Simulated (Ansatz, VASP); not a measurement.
# Two plane-wave programs on KTaO3

```
K Ta O
1.0
     3.93440    0.00000    0.00000
     0.00000    3.93440    0.00000
     0.00000    0.00000    3.93440
K Ta O
1 1 3
Direct
  0.00000 0.00000 0.00000
  0.50000 0.50000 0.50000
  0.00000 0.50000 0.50000
  0.50000 0.50000 0.00000
  0.50000 0.00000 0.50000
```

Alike in both runs: task single point; functional PBE; k mesh 6 × 6 × 6; occupations gaussian, width 0.05 eV; non-collinear spin, spin-orbit coupling.

|  | VASP | Ansatz |
| --- | --- | --- |
| version | VASP 6.6.1 | Ansatz 0.2.0 |
| potentials or method | VASP PAW PBE potentials, release 64 (K_sv, Ta_pv, O), cutoff 520 eV | plane waves, PAW |
| valence electrons in the cell | 38 | 40 |

```csv
,VASP,Ansatz,Ansatz less VASP
pressure (GPa),15.9,14.6,-1.30
net moment per atom (μB),0.00,0.00,0.000
```

VASP's potentials hold 38 valence electrons a cell and Ansatz's 40, so a difference there can come from the potentials and not from the codes.
